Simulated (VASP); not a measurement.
Write the native input for VASP 6.6.1 that does the following.

```
Task                   : single point
Functional             : PBE
Potentials or basis    : VASP PAW PBE potentials, release 64 (Pd)
Cutoff                 : 520 eV
k mesh                 : 10 × 10 × 10
Occupations            : gaussian, width 0.1 eV
Spin                   : no spin polarisation
Dipole correction      : no
Further INCAR settings : ALGO = Normal; EDIFF = 1e-07; NBANDS = 11
```

The structure of Pd lies in POSCAR:

```
Pd
1.0
    2.4470279782      0.0000000000      0.0000000000
    0.0000000000      2.4470279782      0.0000000000
    0.0000000000      0.0000000000      2.4470279782
Pd
1
Direct
    0.0000000000      0.0000000000      0.0000000000
```

The input as run:

INCAR

```
SYSTEM = Pd
  PREC = Accurate
  ENCUT = 520
  EDIFF = 1E-7
  ISMEAR = 0
  SIGMA = 0.1
  LREAL = .FALSE.
  LASPH = .TRUE.
  NELM = 100
  ALGO = Normal
  ISIF = 2
  LWAVE = .FALSE.
  LCHARG = .TRUE.
  GGA = PE
  LELF = .TRUE.
  LVHAR = .TRUE.
  NBANDS = 11
```

KPOINTS

```
Automatic mesh
0
G
  10 10 10
  0 0 0
```

Potentials or basis: VASP PAW PBE potentials, release 64 (Pd).

The run is started by

```console
$ cat potpaw_PBE.64/Pd/POTCAR > POTCAR
$ mpirun -np 1 vasp_std > vasp.out
```

It gave:

```
Pressure               : 39.2 GPa
Band gap on the k mesh : zero (band 5 reaches 11.95 eV, above the bottom of band 6 at 9.43 eV)
```

Run time: 8.8 s on 1 thread of Intel Xeon 8259CL (shared host), peak memory 0.12 GiB.
